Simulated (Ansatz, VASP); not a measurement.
## CoO: VASP beside Ansatz

INCAR

```
SYSTEM = CoO
ALGO = Normal
EDIFF = 1E-6
ENCUT = 520
GGA = PE
ISIF = 2
ISMEAR = -1
LASPH = .TRUE.
LCHARG = .FALSE.
LDAU = .TRUE.
LDAUJ = 0 0
LDAUL = 2 -1
LDAUPRINT = 1
LDAUTYPE = 2
LDAUU = 3.3 0
LMAXMIX = 4
LREAL = .FALSE.
LWAVE = .FALSE.
NBANDS = 23
NELM = 150
PREC = Accurate
SIGMA = 0.05
```

The input KPOINTS:

```
k-points
0
G
  5 10 10
  0 0 0
```

File POSCAR:

```
CoO
1.0
    0.0000000000      4.2630000000      4.2630000000
    2.1315000000      0.0000000000      2.1315000000
    2.1315000000      2.1315000000      0.0000000000
Co O
2 2
Direct
    0.0000000000      0.0000000000      0.0000000000
    0.5000000000      0.0000000000      0.0000000000
    0.2500000000      0.5000000000      0.5000000000
    0.7500000000      0.5000000000      0.5000000000
```

Input for Ansatz:

```yaml
crystal:
  lattice:
    - [0.0, 4.263, 4.263]
    - [2.1315, 0.0, 2.1315]
    - [2.1315, 2.1315, 0.0]
  atoms:
    - { symbol: Co, position: [0.0, 0.0, 0.0] }
    - { symbol: O, position: [0.25, 0.5, 0.5] }
    - { symbol: Co, position: [0.5, 0.0, 0.0] }
    - { symbol: O, position: [0.75, 0.5, 0.5] }
  symmetry: { tolerance: 0.0003 }
hamiltonian:
  xc: pbe
  pseudopotentials: { kind: paw, azcp: { folder: soft_1 } }
  hubbard: { sites: [{ species: Co, l: d, u_eff: 3.3 }] }
basis:
  ecutwfc: 420
magnetization:
  spin_polarized: false
scf:
  occupations: { method: fermi_dirac, width: 0.05 }
kpoints:
  mp_grid: { grid: [5, 10, 10], shift: [0, 0, 0] }
output:
  forces: true
  stress: true
  eigenvalues: true
  write_density: true
  write_potential: true
  elf: true
  volumetric_format: npy
```

Alike in both runs: task single point; functional PBE; k mesh 5 × 10 × 10; occupations fermi-dirac, width 0.05 eV; no spin polarisation; Hubbard terms Co d U = 3.3 eV.

|  | VASP | Ansatz |
| --- | --- | --- |
| version | VASP 6.6.1 | Ansatz 0.2.0 |
| potentials or method | VASP PAW PBE potentials, release 64 (Co, O), cutoff 520 eV | PAW plane waves |
| valence electrons in the cell | 30 | 46 |

|  | VASP | Ansatz | Ansatz less VASP |
| --- | --- | --- | --- |
| pressure (GPa) | -19.7 | -18.3 | +1.40 |

The programs project onto different local orbitals, so the same U acts differently, and such runs can settle in different states. VASP's potentials hold 30 valence electrons a cell and Ansatz's 46, so a difference there can come from the potentials and not from the codes. Ansatz's warnings: filled band counts differ across k points.
